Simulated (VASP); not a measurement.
A run of VASP 6.6.1 is set up as follows.

The input INCAR:

```
ALGO     = Normal         # electronic algorithm
EDIFF    = 1E-6           # SCF threshold, eV
ENCUT    = 520            # plane-wave cutoff, eV
GGA      = CA             # functional
ISIF     = 2              # what is computed and relaxed
ISMEAR   = -1             # smearing method
LASPH    = True           # aspherical terms in the spheres
LCHARG   = False          # write CHGCAR
LREAL    = False          # projectors in reciprocal space
LWAVE    = False          # write WAVECAR
NBANDS   = 15             # bands
NELM     = 80             # most SCF steps
PREC     = Accurate       # precision mode
SIGMA    = 0.15           # smearing width, eV
```

Contents of KPOINTS:

```
k-points
0
Gamma
  8 8 11
```

File POSCAR:

```
Li2Pt
1.0
    4.1437142807      0.0000000000      0.0000000000
   -2.0718571403      3.5885614963      0.0000000000
    0.0000000000      0.0000000000      2.6341193743
Li Pt
2 1
Direct
    0.3333333333      0.6666666667      0.5000000000
    0.6666666667      0.3333333333      0.5000000000
    0.0000000000      0.0000000000      0.0000000000
```

Potentials or basis: VASP PAW LDA potentials, release 64 (Li_sv, Pt).

Launch:

```sh
$ cat potpaw_LDA.64/Li_sv/POTCAR potpaw_LDA.64/Pt/POTCAR > POTCAR
$ mpirun -np 1 vasp_std > vasp.out
```

Task: What does it give for the band gap on the k mesh?

Result: Zero (bands 8 and 9 overlap by 1.49 eV).

Caveat: spin-orbit coupling is left out, which moves the levels of the heavy elements.
